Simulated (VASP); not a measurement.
# Fe (Fmmm) in VASP: settings compared

Fe is run at these levels: PBEsol, PBE; tasks: single point.

All numbers are computed with VASP 6.6.1; they aren't measurements. Logs are shortened: lines on timing, memory, paths and dates and some standing lists are left out, and cuts for length are marked.

### Step 1. The cell of the first run

It takes space group Fmmm (No. 69, orthorhombic). Conventional cell: a = 2.997 Å, b = 3.883 Å, c = 3.930 Å, α = 90.00°, β = 90.00°, γ = 90.00°. Fe (site symmetry mmm) has 14 Fe at 2.45 to 3.00 Å within 3.2 Å.

### Step 2. Single point, PBEsol, collinear spin, ferromagnetic start

The input, INCAR:

```
SYSTEM = Fe
  PREC = Accurate
  ENCUT = 520
  EDIFF = 1E-6
  ISMEAR = -1
  SIGMA = 0.05
  LREAL = .False.
  LASPH = .True.
  NELM = 150
  ALGO = Normal
  ISIF = 2
  LWAVE = .False.
  LCHARG = .True.
  ISPIN = 2
  MAGMOM = 3
  LORBIT = 11
  LMAXMIX = 4
  GGA = PS
  LELF = .True.
  LVHAR = .True.
  NBANDS = 14
```

The input, KPOINTS:

```
regular mesh
0
Gamma
  13 13 13
  0 0 0
```

The input, POSCAR:

```
Fe
1.0
    0.0000000000      1.9417396906      1.9651051623
    1.4984397099      0.0000000000      1.9651051623
    1.4984397099      1.9417396906      0.0000000000
Fe
1
Direct
    0.0000000000      0.0000000000      0.0000000000
```

Potentials or basis: VASP PAW PBE potentials, release 64 (Fe).

Run with:

```
cat potpaw_PBE.64/Fe/POTCAR > POTCAR
mpirun -np 1 vasp_std > vasp.out
```

OUTCAR:

```text
SYSTEM = Fe
   PREC = Accurate
   ENCUT = 520
   EDIFF = 1E-6
   ISMEAR = -1
   LREAL = .False.
   LASPH = .True.
   NELM = 150
   ISIF = 2
   ISPIN = 2
   LORBIT = 11
   GGA = PS

 ion  position               nearest neighbor table
   1  0.000  0.000  0.000-

  LATTYP: Found a face centered orthorhombic cell.
 ALAT       =     2.9968794198
 B/A-ratio  =     1.2958410524
 C/A-ratio  =     1.3114342535

  Lattice vectors:

 A1 = (   0.0000000000,   1.9417396906,   1.9651051623)
 A2 = (   1.4984397099,   0.0000000000,   1.9651051623)
 A3 = (   1.4984397099,   1.9417396906,   0.0000000000)

Analysis of symmetry for initial positions (statically):
=====================================================================
 Subroutine PRICEL returns:
 Original cell was already a primitive cell.

 Routine SETGRP: Setting up the symmetry group for a
 face centered orthorhombic supercell.

 Subroutine GETGRP returns: Found  8 space group operations
 (whereof  8 operations were pure point group operations)
 out of a pool of  8 trial point group operations.

The static configuration has the point symmetry D_2h.

Analysis of symmetry for dynamics (positions and initial velocities):
=====================================================================
 Subroutine PRICEL returns:
 Original cell was already a primitive cell.

 Routine SETGRP: Setting up the symmetry group for a
 face centered orthorhombic supercell.

 Subroutine GETGRP returns: Found  8 space group operations
 (whereof  8 operations were pure point group operations)
 out of a pool of  8 trial point group operations.

The dynamic configuration has the point symmetry D_2h.

Analysis of structural, dynamic, and magnetic symmetry:
=====================================================================
 Subroutine PRICEL returns:
 Original cell was already a primitive cell.

 Routine SETGRP: Setting up the symmetry group for a
 face centered orthorhombic supercell.

 Subroutine GETGRP returns: Found  8 space group operations
 (whereof  8 operations were pure point group operations)
 out of a pool of  8 trial point group operations.

The overall configuration has the point symmetry D_2h.

 Subroutine INISYM returns: Found  8 space group operations
 (whereof  8 operations are pure point group operations),
 and found     1 'primitive' translations

----------------------------------------------------------------------------------------

                                     Primitive cell

  volume of cell :      11.4353

  direct lattice vectors                    reciprocal lattice vectors
     0.000000000  1.941739691  1.965105162    -0.333680426  0.257501045  0.254439309
     1.498439710  0.000000000  1.965105162     0.333680426 -0.257501045  0.254439309
     1.498439710  1.941739691  0.000000000     0.333680426  0.257501045 -0.254439309

  length of vectors
     2.762605894  2.471226388  2.452687218     0.492329947  0.492329947  0.492329947

  position of ions in fractional coordinates (direct lattice)
     0.000000000  0.000000000  0.000000000

  ion indices of the primitive-cell ions
   primitive index   ion index
                 1           1

----------------------------------------------------------------------------------------

 KPOINTS: regular mesh

Automatic generation of k-mesh.
 Grid dimensions read from file:
 generate k-points for:   13   13   13

 Generating k-lattice:

  Cartesian coordinates                     Fractional coordinates (reciprocal lattice)
    -0.025667725  0.019807773  0.019572255     0.076923077  0.000000000  0.000000000
     0.025667725 -0.019807773  0.019572255     0.000000000  0.076923077 -0.000000000
     0.025667725  0.019807773 -0.019572255     0.000000000 -0.000000000  0.076923077

  Length of vectors
     0.037871534  0.037871534  0.037871534

  Shift w.r.t. Gamma in fractional coordinates (k-lattice)
     0.000000000  0.000000000  0.000000000

 Subroutine IBZKPT returns following result:
 ===========================================

 Found    343 irreducible k-points:

 Following reciprocal coordinates:
            Coordinates               Weight
  0.000000  0.000000  0.000000      1.000000
  0.076923  0.000000 -0.000000      8.000000
  0.153846 -0.000000  0.000000      8.000000
  0.230769 -0.000000 -0.000000      8.000000
  0.307692 -0.000000  0.000000      8.000000
  0.384615  0.000000  0.000000      8.000000
[... 16 lines left out ...]
  0.384615  0.153846  0.000000      8.000000
  0.461538  0.153846 -0.000000      8.000000
 [... further k-points ...]
   k-points           NKPTS =    343   k-points in BZ     NKDIM =    343   number of bands    NBANDS=     14
   number of dos      NEDOS =    301   number of ions     NIONS =      1
   total plane-waves  NPLWV =   7776
   dimension x,y,z NGX =    24 NGY =   18 NGZ =   18
   dimension x,y,z NGXF=    48 NGYF=   36 NGZF=   36
   ions per type =               1
   NGX,Y,Z   is equivalent  to a cutoff of  14.44, 12.11, 12.20 a.u.
   NGXF,Y,Z  is equivalent  to a cutoff of  28.89, 24.22, 24.40 a.u.
 SYSTEM =  Fe
   PREC   = accura    normal or accurate (medium, high low for compatibility)
   ISTART =      0    job   : 0-new  1-cont  2-samecut
   ICHARG =      2    charge: 1-file 2-atom 10-const
   ISPIN  =      2    spin polarized calculation?
   LNONCOLLINEAR =      F non collinear calculations
   LSORBIT =      F    spin-orbit coupling
   LASPH  =      T    aspherical Exc in radial PAW
   ENCUT  =  520.0 eV  38.22 Ry    6.18 a.u.   5.14  4.59  4.56*2*pi/ulx,y,z
   NELM   =    150;   NELMIN=  2; NELMDL= -5     # of ELM steps
   EDIFF  = 0.1E-05   stopping-criterion for ELM
   LREAL  =      F    real-space projection
   EDIFFG = 0.1E-04   stopping-criterion for IOM
   NSW    =      0    number of steps for IOM
   IBRION =     -1    ionic relax: 0-MD 1-quasi-New 2-CG
   NFREE  =      0    steps in history (QN), initial steepest desc. (CG)
   ISIF   =      2    stress and relaxation
   ISYM   =      2    0-nonsym 1-usesym 2-fastsym
   POTIM  = 0.5000    time-step for ionic-motion
   TEBEG  =    0.0;   TEEND  =   0.0 temperature during run
   PSTRESS=    0.0 pullay stress
   NELECT =       8.0000    total number of electrons
   NUPDOWN=      -1.0000    fix difference up-down
   EMIN   =  10.00;   EMAX   =-10.00  energy-range for DOS
   EFERMI =   0.00;   METHOD = LEGACY
   ISMEAR =    -1;   SIGMA  =   0.05  broadening in eV -4-tet -1-fermi 0-gaus
   EFERMI_NEDOS =   21; number of points for ismear=-14 and -15
   IALGO  =     38    algorithm
   IMIX   =      4    mixing-type and parameters
     AMIX     =   0.40;   BMIX     =  1.00
     AMIX_MAG =   1.60;   BMIX_MAG =  1.00
  volume/ion in A,a.u.               =      11.44        77.17
  Fermi-wavevector in a.u.,A,eV,Ry     =   1.453303  2.746344 28.736719  2.112089
  Thomas-Fermi vector in A             =   2.570585
   LORBIT       =     11    0 simple, 1 ext, 2 COOP (PROOUT), +10 PAW based schemes
   GGA     = PS    functional components
   LHFCALC =     F    Hartree Fock is set to
   AEXX    =    0.0000 exact exchange contribution
   IVDW    =     0    specifies the selected vdW correction
   LEPSILON=     F    determine dielectric tensor
   LRPA    =     F    only Hartree local field effects (RPA)
 spin polarized calculation
  energy-cutoff  :      520.00
  volume of cell :       11.44
 maximum number of plane-waves:       337
 NGX is ok and might be reduce to    24
   NGX = 11   NGY =  9   NGZ =  9

 number of electron       8.0000000 magnetization       2.2002554

 Free energy of the ion-electron system (eV)
  ---------------------------------------------------
  ext. energy  EPLUGINS =         0.00000000
  ---------------------------------------------------
  free energy    TOTEN  =        -8.88072314 eV

  energy without entropy =       -8.87114520  energy(sigma->0) =       -8.87593417

 E-fermi :   5.6313     XC(G=0): -13.2393

 val. band max:        5.6296890613   @ k =   0.3846   0.0000   0.3846
 cond. band min:       5.6347318496   @ k =  -0.2308   0.3077   0.3846
 fundamental gap:      0.0050427883
 Fermi energy:         5.6313390947

 spin component 1

 k-point     1 :       0.0000    0.0000    0.0000
  band No.  band energies     occupation
      1      -2.8820      1.00000
      2       3.1549      1.00000
      3       3.2474      1.00000
      4       3.5859      1.00000
      5       4.3164      1.00000
      6       4.7115      1.00000
      7      29.3852      0.00000
      8      30.8632      0.00000
      9      31.1233      0.00000
     10      35.0586      0.00000
     11      36.1207      0.00000
     12      36.3757      0.00000
     13      36.8797      0.00000
     14      36.9674      0.00000
[... 375 lines left out ...]
 k-point    24 :       0.4615    0.1538   -0.0000
  band No.  band energies     occupation
      1       1.1057      1.00000
      2       2.4688      1.00000
      3       3.2336      1.00000
      4       4.3249      1.00000
      5       5.0645      0.99999
      6       6.8854      0.00000
      7      15.3072      0.00000
      8      21.1245      0.00000
      9      25.7630      0.00000
     10      31.4185      0.00000
     11      34.6842      0.00000
     12      38.1109      0.00000
     13      44.4427      0.00000
     14      46.0805      0.00000

 [... further k-points ...]

 spin component 2

 k-point     1 :       0.0000    0.0000    0.0000
  band No.  band energies     occupation
      1      -2.6231      1.00000
      2       5.0192      1.00000
      3       5.1634      0.99991
      4       5.6474      0.42055
      5       6.8485      0.00000
      6       7.4449      0.00000
      7      29.2681      0.00000
      8      30.7980      0.00000
      9      31.0896      0.00000
     10      35.4918      0.00000
     11      36.2732      0.00000
     12      37.3664      0.00000
     13      37.6023      0.00000
     14      37.6866      0.00000
[... 375 lines left out ...]
 k-point    24 :       0.4615    0.1538   -0.0000
  band No.  band energies     occupation
      1       2.1414      1.00000
      2       4.2411      1.00000
      3       4.5725      1.00000
      4       6.7261      0.00000
      5       7.6344      0.00000
      6       8.6951      0.00000
      7      16.3294      0.00000
      8      21.7440      0.00000
      9      26.3168      0.00000
     10      31.7187      0.00000
     11      35.1521      0.00000
     12      38.6808      0.00000
     13      44.6924      0.00000
     14      46.7277      0.00000

 [... further k-points ...]

------------------------ aborting loop because EDIFF is reached ----------------------------------------

  FORCE on cell =-STRESS in cart. coord.  units (eV):
  Direction    XX          YY          ZZ          XY          YZ          ZX
  --------------------------------------------------------------------------------------
  -------------------------------------------------------------------------------------
  Total       -1.0972823     -0.5061027     -0.6066291      0.0000000      0.0000000      0.0000000
  in kB     -153.7385817    -70.9092917    -84.9939025      0.0000000      0.0000000      0.0000000
  external PRESSURE =    -103.2139253 kB  Pullay stress =       0.0000000 kB

 VOLUME and BASIS-vectors are now :
 -----------------------------------------------------------------------------
  energy-cutoff  :      520.00
  volume of cell :       11.44
      direct lattice vectors                 reciprocal lattice vectors
     0.000000000  1.941739691  1.965105162    -0.333680426  0.257501045  0.254439309
     1.498439710  0.000000000  1.965105162     0.333680426 -0.257501045  0.254439309
     1.498439710  1.941739691  0.000000000     0.333680426  0.257501045 -0.254439309

 POSITION                                       TOTAL-FORCE (eV/Angst)
 -----------------------------------------------------------------------------------
      0.00000      0.00000      0.00000        -0.000000      0.000000      0.000000
 -----------------------------------------------------------------------------------
    total drift:                                0.000000     -0.000000     -0.000000

  FREE ENERGIE OF THE ION-ELECTRON SYSTEM (eV)
  ---------------------------------------------------
  free  energy   TOTEN  =        -8.8807231443 eV

  energy  without entropy=       -8.8711452033  energy(sigma->0) =       -8.87593417

 total charge

# of ion       s       p       d       tot
------------------------------------------
    1        0.487   0.538   6.234   7.260

 magnetization (x)

# of ion       s       p       d       tot
------------------------------------------
    1       -0.014  -0.049   2.254   2.190
```

Run time: 46 s. Hardware: 1 thread of Intel Xeon Platinum 8488C (Sapphire Rapids), shared host; peak memory 0.2 GiB.

Results:

- Free energy: -8.8807 eV
- Pressure: -10.3 GPa
- Net moment: 2.20 μB per cell
- Site moments: Fe +2.19 μB
- Valence electrons inside the program's atomic spheres: Fe 7.26

Caveat: the PAW data sets were made with another functional, which shifts forces and pressure a little.

### Step 3. Single point, PBEsol, collinear spin, ferromagnetic start

This run uses another cell than the first one, of 11.66 Å³/atom, 1.020 times its volume.

The input, INCAR:

```
  PREC = Accurate
  ENCUT = 520
  EDIFF = 1E-6
  ISMEAR = -1
  SIGMA = 0.05
  LREAL = F
  LASPH = T
  NELM = 150
  ALGO = Fast
  ISIF = 2
  LWAVE = F
  LCHARG = F
  ISPIN = 2
  MAGMOM = 3
  LORBIT = 11
  LMAXMIX = 4
  GGA = PS
  NBANDS = 14
```

The input, KPOINTS:

```
Automatic mesh
0
Gamma
  13 13 13
```

The input, POSCAR:

```
Fe
1.0
    0.0000000000      1.9545992686      1.9781194830
    1.5083634409      0.0000000000      1.9781194830
    1.5083634409      1.9545992686      0.0000000000
Fe
1
Direct
    0.0000000000      0.0000000000      0.0000000000
```

Potentials or basis: VASP PAW PBE potentials, release 64 (Fe).

Run with:

```
cat potpaw_PBE.64/Fe/POTCAR > POTCAR
mpirun -np 1 vasp_std > vasp.out
```

Run time: 53 s. Hardware: 1 thread of Intel Xeon Platinum 8488C (Sapphire Rapids), shared host; peak memory 0.2 GiB.

It converged, with:

```yaml
Free_energy: -8.8643 eV
Pressure: -13.1 GPa
Net_moment: 2.25 μB per cell
Site_moments: Fe +2.25 μB
Valence_electrons_inside_the_program's_atomic_spheres: Fe 7.22
```

Stress tensor (GPa, compression positive):
```
-17.52   0.00   0.00
  0.00 -10.18   0.00
  0.00   0.00 -11.67
```

Levels at points of the mesh, in eV from the Fermi level:
Spin up:
```
           k point  band 2  band 3  band 4  band 5  band 6  band 7  band 8  band 9
(0.00, 0.00, 0.00)   -2.43   -2.34   -2.02   -1.30   -0.92   23.58   25.03   25.29
```
Spin down:
```tsv
k point	band 1	band 2	band 3	band 4	band 5	band 6
(0.00, 0.00, 0.00)	-8.13	-0.51	-0.37	0.10	1.26	1.85
```

Caveat: the PAW data sets were made with another functional, which shifts forces and pressure a little.

(Part 1 of 2 ends here.)
